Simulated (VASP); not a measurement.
# KCl (I4/mmm) in VASP: single point with PBE

Aim: the single point of KCl with PBE.

Program: VASP 6.6.1. These are calculated values, not measurements. Logs are shortened: lines on timing, memory, paths and dates and some standing lists are left out, and cuts for length are marked.

### Step 1. The cell of the first run

The structure is tetragonal, space group I4/mmm (No. 139). Conventional cell: a = 4.447 Å, b = 4.447 Å, c = 6.548 Å, α = 90.00°, β = 90.00°, γ = 90.00°. Within 4.1 Å of K (site symmetry 4/mmm) lie 6 Cl at 3.14 to 3.27 Å. Cl (site symmetry 4/mmm) has 6 K at 3.14 to 3.27 Å within 4.1 Å.

### Step 2. Single point, PBE (uniaxial z strain +4.1%)

INCAR

```
SYSTEM = KCl
PREC = Accurate
ENCUT = 520
EDIFF = 1E-6
ISMEAR = -1
SIGMA = 0.02
LREAL = .False.
LASPH = .True.
NELM = 80
ALGO = Normal
ISIF = 2
LWAVE = .False.
LCHARG = .False.
GGA = PE
NBANDS = 15
```

KPOINTS

```
regular mesh
0
Gamma
  8 8 8
  0 0 0
```

POSCAR

```
KCl
1.0
    0.0000000000      3.1448482518      3.2741015149
    3.1448482518      0.0000000000      3.2741015149
    3.1448482518      3.1448482518      0.0000000000
K Cl
1 1
Direct
    0.0000000000      0.0000000000      0.0000000000
    0.5000000000      0.5000000000      0.5000000000
```

Potentials or basis: VASP PAW PBE potentials, release 64 (K_sv, Cl).

The run is started by

```console
cat potpaw_PBE.64/K_sv/POTCAR potpaw_PBE.64/Cl/POTCAR > POTCAR
mpirun -np 1 vasp_std > vasp.out
```

OUTCAR:

```text
SYSTEM = KCl
   PREC = Accurate
   ENCUT = 520
   EDIFF = 1E-6
   ISMEAR = -1
   LREAL = .False.
   LASPH = .True.
   NELM = 80
   ISIF = 2
   GGA = PE

 ion  position               nearest neighbor table
   1  0.000  0.000  0.000-   2 3.14   2 3.14   2 3.14   2 3.14
   2  0.500  0.500  0.500-   1 3.14   1 3.14   1 3.14   1 3.14

  LATTYP: Found a body centered tetragonal cell.
 ALAT       =     4.4474870493
 C/A-ratio  =     1.4723377398

  Lattice vectors:

 A1 = (  -3.1448482518,   0.0000000000,   3.2741015149)
 A2 = (   3.1448482518,   0.0000000000,   3.2741015149)
 A3 = (   0.0000000000,   3.1448482518,  -3.2741015149)

Analysis of symmetry for initial positions (statically):
=====================================================================
 Subroutine PRICEL returns:
 Original cell was already a primitive cell.

 Routine SETGRP: Setting up the symmetry group for a
 body centered tetragonal supercell.

 Subroutine GETGRP returns: Found 16 space group operations
 (whereof 16 operations were pure point group operations)
 out of a pool of 16 trial point group operations.

The static configuration has the point symmetry D_4h.

Analysis of symmetry for dynamics (positions and initial velocities):
=====================================================================
 Subroutine PRICEL returns:
 Original cell was already a primitive cell.

 Routine SETGRP: Setting up the symmetry group for a
 body centered tetragonal supercell.

 Subroutine GETGRP returns: Found 16 space group operations
 (whereof 16 operations were pure point group operations)
 out of a pool of 16 trial point group operations.

The dynamic configuration has the point symmetry D_4h.

 Subroutine INISYM returns: Found 16 space group operations
 (whereof 16 operations are pure point group operations),
 and found     1 'primitive' translations

----------------------------------------------------------------------------------------

                                     Primitive cell

  volume of cell :      64.7622

  direct lattice vectors                    reciprocal lattice vectors
     0.000000000  3.144848252  3.274101515    -0.158990183  0.158990183  0.152713652
     3.144848252  0.000000000  3.274101515     0.158990183 -0.158990183  0.152713652
     3.144848252  3.144848252  0.000000000     0.158990183  0.158990183 -0.152713652

  length of vectors
     4.539802998  4.539802998  4.447487049     0.271803636  0.271803636  0.271803636

  position of ions in fractional coordinates (direct lattice)
     0.000000000  0.000000000  0.000000000
     0.500000000  0.500000000  0.500000000

  ion indices of the primitive-cell ions
   primitive index   ion index
                 1           1
                 2           2

----------------------------------------------------------------------------------------

 KPOINTS: regular mesh

Automatic generation of k-mesh.
 Grid dimensions read from file:
 generate k-points for:    8    8    8

 Generating k-lattice:

  Cartesian coordinates                     Fractional coordinates (reciprocal lattice)
    -0.019873773  0.019873773  0.019089207     0.125000000  0.000000000  0.000000000
     0.019873773 -0.019873773  0.019089207     0.000000000  0.125000000  0.000000000
     0.019873773  0.019873773 -0.019089207     0.000000000  0.000000000  0.125000000

  Length of vectors
     0.033975454  0.033975454  0.033975454

  Shift w.r.t. Gamma in fractional coordinates (k-lattice)
     0.000000000  0.000000000  0.000000000

 Subroutine IBZKPT returns following result:
 ===========================================

 Found     59 irreducible k-points:

 Following reciprocal coordinates:
            Coordinates               Weight
  0.000000  0.000000  0.000000      1.000000
  0.125000  0.000000  0.000000      8.000000
  0.250000  0.000000  0.000000      8.000000
  0.375000  0.000000  0.000000      8.000000
  0.500000  0.000000  0.000000      4.000000
  0.125000  0.125000  0.000000      2.000000
[... 16 lines left out ...]
  0.250000  0.000000  0.125000     16.000000
  0.375000  0.000000  0.125000     16.000000
 [... further k-points ...]
   k-points           NKPTS =     59   k-points in BZ     NKDIM =     59   number of bands    NBANDS=     15
   number of dos      NEDOS =    301   number of ions     NIONS =      2
   total plane-waves  NPLWV =  46656
   dimension x,y,z NGX =    36 NGY =   36 NGZ =   36
   dimension x,y,z NGXF=    72 NGYF=   72 NGZF=   72
   ions per type =               1   1
   NGX,Y,Z   is equivalent  to a cutoff of  13.18, 13.18, 13.46 a.u.
   NGXF,Y,Z  is equivalent  to a cutoff of  26.37, 26.37, 26.91 a.u.
 SYSTEM =  KCl
   PREC   = accura    normal or accurate (medium, high low for compatibility)
   ISTART =      0    job   : 0-new  1-cont  2-samecut
   ICHARG =      2    charge: 1-file 2-atom 10-const
   ISPIN  =      1    spin polarized calculation?
   LNONCOLLINEAR =      F non collinear calculations
   LSORBIT =      F    spin-orbit coupling
   LASPH  =      T    aspherical Exc in radial PAW
   ENCUT  =  520.0 eV  38.22 Ry    6.18 a.u.   8.44  8.44  8.27*2*pi/ulx,y,z
   NELM   =     80;   NELMIN=  2; NELMDL= -5     # of ELM steps
   EDIFF  = 0.1E-05   stopping-criterion for ELM
   LREAL  =      F    real-space projection
   EDIFFG = 0.1E-04   stopping-criterion for IOM
   NSW    =      0    number of steps for IOM
   IBRION =     -1    ionic relax: 0-MD 1-quasi-New 2-CG
   NFREE  =      0    steps in history (QN), initial steepest desc. (CG)
   ISIF   =      2    stress and relaxation
   ISYM   =      2    0-nonsym 1-usesym 2-fastsym
   POTIM  = 0.5000    time-step for ionic-motion
   TEBEG  =    0.0;   TEEND  =   0.0 temperature during run
   PSTRESS=    0.0 pullay stress
   NELECT =      16.0000    total number of electrons
   NUPDOWN=      -1.0000    fix difference up-down
   EMIN   =  10.00;   EMAX   =-10.00  energy-range for DOS
   EFERMI =   0.00;   METHOD = LEGACY
   ISMEAR =    -1;   SIGMA  =   0.02  broadening in eV -4-tet -1-fermi 0-gaus
   EFERMI_NEDOS =   21; number of points for ismear=-14 and -15
   IALGO  =     38    algorithm
   IMIX   =      4    mixing-type and parameters
     AMIX     =   0.40;   BMIX     =  1.00
     AMIX_MAG =   1.60;   BMIX_MAG =  1.00
  volume/ion in A,a.u.               =      32.38       218.52
  Fermi-wavevector in a.u.,A,eV,Ry     =   1.027246  1.941213 14.357325  1.055234
  Thomas-Fermi vector in A             =   2.161181
   LORBIT       =      0    0 simple, 1 ext, 2 COOP (PROOUT), +10 PAW based schemes
   GGA     = PE    functional components
   LHFCALC =     F    Hartree Fock is set to
   AEXX    =    0.0000 exact exchange contribution
   IVDW    =     0    specifies the selected vdW correction
   LEPSILON=     F    determine dielectric tensor
   LRPA    =     F    only Hartree local field effects (RPA)
 non-spin polarized calculation
  energy-cutoff  :      520.00
  volume of cell :       64.76
 maximum number of plane-waves:      1769
 NGX is ok and might be reduce to    36
   NGX = 17   NGY = 17   NGZ = 17

 number of electron      15.9999999 magnetization

 Free energy of the ion-electron system (eV)
  ---------------------------------------------------
  ext. energy  EPLUGINS =         0.00000000
  ---------------------------------------------------
  free energy    TOTEN  =        -6.80447855 eV

  energy without entropy =       -6.80447855  energy(sigma->0) =       -6.80447855

 E-fermi :  -1.5761     XC(G=0):  -7.3801

 val. band max:       -1.9853117876   @ k =   0.0000   0.0000   0.0000
 cond. band min:       3.0600107448   @ k =   0.0000   0.0000   0.0000
 fundamental gap:      5.0453225324
 Fermi energy:        -1.5760536281

 k-point     1 :       0.0000    0.0000    0.0000
  band No.  band energies     occupation
      1     -29.2815      2.00000
      2     -14.0693      2.00000
      3     -12.7470      2.00000
      4     -12.7402      2.00000
      5     -12.7402      2.00000
      6      -2.0036      2.00000
      7      -1.9853      2.00000
      8      -1.9853      2.00000
      9       3.0600      0.00000
     10       6.2068      0.00000
     11       6.4500      0.00000
     12       6.4500      0.00000
     13       7.1397      0.00000
     14       7.3114      0.00000
     15      10.8595      0.00000

 k-point     2 :       0.1250    0.0000    0.0000
  band No.  band energies     occupation
      1     -29.2802      2.00000
      2     -14.0988      2.00000
      3     -12.7480      2.00000
      4     -12.7406      2.00000
      5     -12.7045      2.00000
      6      -2.1694      2.00000
      7      -2.0430      2.00000
      8      -2.0324      2.00000
      9       3.4196      0.00000
     10       6.2184      0.00000
     11       6.5093      0.00000
     12       6.6335      0.00000
     13       7.3355      0.00000
     14       7.5169      0.00000
     15      11.4135      0.00000

 k-point     3 :       0.2500    0.0000    0.0000
  band No.  band energies     occupation
      1     -29.2771      2.00000
      2     -14.1644      2.00000
      3     -12.7530      2.00000
      4     -12.7417      2.00000
      5     -12.6207      2.00000
      6      -2.5425      2.00000
      7      -2.1483      2.00000
      8      -2.1424      2.00000
      9       4.2795      0.00000
     10       6.1292      0.00000
     11       7.0253      0.00000
     12       7.1556      0.00000
     13       7.8749      0.00000
     14       8.0842      0.00000
     15      11.3254      0.00000

 k-point     4 :       0.3750    0.0000    0.0000
  band No.  band energies     occupation
      1     -29.2740      2.00000
      2     -14.2238      2.00000
      3     -12.7582      2.00000
      4     -12.7427      2.00000
      5     -12.5427      2.00000
      6      -2.8619      2.00000
      7      -2.2484      2.00000
      8      -2.2474      2.00000
      9       5.1443      0.00000
     10       6.2663      0.00000
     11       7.8190      0.00000
     12       7.9157      0.00000
     13       8.5859      0.00000
     14       8.8492      0.00000
     15      10.2220      0.00000
[... 307 lines left out ...]
 k-point    22 :       0.1250    0.0000    0.1250
  band No.  band energies     occupation
      1     -29.2797      2.00000
      2     -14.1079      2.00000
      3     -12.7533      2.00000
      4     -12.7487      2.00000
      5     -12.6815      2.00000
      6      -2.2465      2.00000
      7      -2.0438      2.00000
      8      -2.0307      2.00000
      9       3.5108      0.00000
     10       6.0199      0.00000
     11       6.6123      0.00000
     12       6.8388      0.00000
     13       7.3012      0.00000
     14       7.7119      0.00000
     15      11.6132      0.00000

 k-point    23 :       0.2500    0.0000    0.1250
  band No.  band energies     occupation
      1     -29.2772      2.00000
      2     -14.1468      2.00000
      3     -12.7593      2.00000
      4     -12.7521      2.00000
      5     -12.6312      2.00000
      6      -2.5053      2.00000
      7      -2.1287      2.00000
      8      -2.1085      2.00000
      9       4.1586      0.00000
     10       5.7750      0.00000
     11       7.1298      0.00000
     12       7.3257      0.00000
     13       7.6142      0.00000
     14       8.2248      0.00000
     15      11.5287      0.00000

 k-point    24 :       0.3750    0.0000    0.1250
  band No.  band energies     occupation
      1     -29.2741      2.00000
      2     -14.1902      2.00000
      3     -12.7645      2.00000
      4     -12.7529      2.00000
      5     -12.5803      2.00000
      6      -2.7614      2.00000
      7      -2.2533      2.00000
      8      -2.2086      2.00000
      9       5.0318      0.00000
     10       5.8758      0.00000
     11       7.7606      0.00000
     12       8.0462      0.00000
     13       8.2032      0.00000
     14       8.7200      0.00000
     15      10.2970      0.00000

 [... further k-points ...]
[... 5 lines left out ...]
  --------------------------------------------------------------------------------------
  -------------------------------------------------------------------------------------
  Total        0.2147216      0.2147216     -0.2515981      0.0000000      0.0000000      0.0000000
  in kB        5.3120820      5.3120820     -6.2243844      0.0000000      0.0000000      0.0000000
  external PRESSURE =       1.4665932 kB  Pullay stress =       0.0000000 kB

 VOLUME and BASIS-vectors are now :
 -----------------------------------------------------------------------------
  energy-cutoff  :      520.00
  volume of cell :       64.76
      direct lattice vectors                 reciprocal lattice vectors
     0.000000000  3.144848252  3.274101515    -0.158990183  0.158990183  0.152713652
     3.144848252  0.000000000  3.274101515     0.158990183 -0.158990183  0.152713652
     3.144848252  3.144848252  0.000000000     0.158990183  0.158990183 -0.152713652

 POSITION                                       TOTAL-FORCE (eV/Angst)
 -----------------------------------------------------------------------------------
      0.00000      0.00000      0.00000        -0.000000      0.000000      0.000000
      3.14485      3.14485      3.27410         0.000000     -0.000000      0.000000
 -----------------------------------------------------------------------------------
    total drift:                                0.000000      0.000000      0.000000

  FREE ENERGIE OF THE ION-ELECTRON SYSTEM (eV)
  ---------------------------------------------------
  free  energy   TOTEN  =        -6.8044785519 eV

  energy  without entropy=       -6.8044785518  energy(sigma->0) =       -6.80447855
```

Wall time 1.7 min (1 thread of Intel Xeon 8259CL, shared host); peak memory 0.23 GiB.

Results:

| Property | Result |
| --- | --- |
| Free energy | -6.8045 eV |
| Pressure | 0.1 GPa |
| Band gap on the k mesh | 5.05 eV, direct |

Caveat: the cell differs from its parent crystal (uniaxial z strain +4.1%). A k mesh can miss the band edges.
